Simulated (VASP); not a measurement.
**Be2Au: relaxation of cell and atoms with PBE**

Crystal: Be2Au.

```
Be Au
1.0
     0.00000    2.50380    2.50380
     2.50380    0.00000    2.50380
     2.50380    2.50380    0.00000
Be Au
2 1
Direct
  0.25000 0.25000 0.25000
  0.75000 0.75000 0.75000
  0.00000 0.00000 0.00000
```

The cell was built from a structure type or drawn by symmetry, and may not be a known phase.

```
Program                : VASP 6.6.1
Task                   : relaxation of cell and atoms
Functional             : PBE
Potentials or basis    : VASP PAW PBE potentials, release 64 (Be, Au)
Cutoff                 : 600 eV
k mesh                 : 6 × 6 × 6
Occupations            : gaussian, width 0.1 eV
Spin                   : no spin polarisation
Dipole correction      : no
Further INCAR settings : ALGO = Fast; EDIFF = 1e-06; IBRION = 2; EDIFFG = -0.04; NSW = 90; ISIF = 3
```

* Relaxed volume: 13.69 Å³/atom
* Relaxed cell: a = 3.872 Å, b = 3.872 Å, c = 3.872 Å, α = 60.00°, β = 60.00°, γ = 60.00°
* Space group after relaxing (to 0.1 Å): Fm-3m (No. 225)
* Energy gained by relaxing: 409.6 meV/atom
* Ionic steps: 3
* Pressure after relaxing: 0.0 GPa
* Band gap on the k mesh: zero (an odd number of electrons rules out a gap without spin polarisation)

Step by step:
```csv
step,energy change (eV),largest force (eV/Å),pressure (GPa),volume (Å³)
1,0.0000,0.0000,51.40,31.39
2,-0.8217,0.0000,-13.58,49.25
3,-1.2288,0.0000,0.03,41.06
```

Final structure:
```cif
data_structure
_symmetry_space_group_name_H-M 'P 1'
_symmetry_Int_Tables_number 1
_cell_length_a 3.8722
_cell_length_b 3.8722
_cell_length_c 3.8722
_cell_angle_alpha 60.000
_cell_angle_beta 60.000
_cell_angle_gamma 60.000
_cell_volume 41.06
loop_
_atom_site_label
_atom_site_type_symbol
_atom_site_fract_x
_atom_site_fract_y
_atom_site_fract_z
_atom_site_occupancy
Be1 Be 0.25000 0.25000 0.25000 1
Be2 Be 0.75000 0.75000 0.75000 1
Au1 Au 0.00000 0.00000 0.00000 1
```

Levels at points of the mesh, in eV from the Fermi level:
```csv
k point,band 5,band 6,band 7,band 8,band 9,band 10
"(0.00, 0.00, 0.00)",-4.92,-4.92,6.12,6.49,6.49,6.49
"(0.50, 0.00, 0.00)",-4.75,-4.62,-4.26,2.30,2.30,6.27
"(0.50, 0.50, 0.00)",-4.58,-3.68,-3.55,-0.80,-0.80,5.56
```

It took 49 s on 1 thread of Intel Xeon 8259CL (shared host), peak memory 0.16 GiB.

Caveat: the k points lie up to 0.33 Å⁻¹ apart in the final cell, too coarse for converged energies and pressures of a metal; the volume moved by over 15 % at a fixed basis, so the end points are rough; spin-orbit coupling is left out, which moves the levels of the heavy elements.
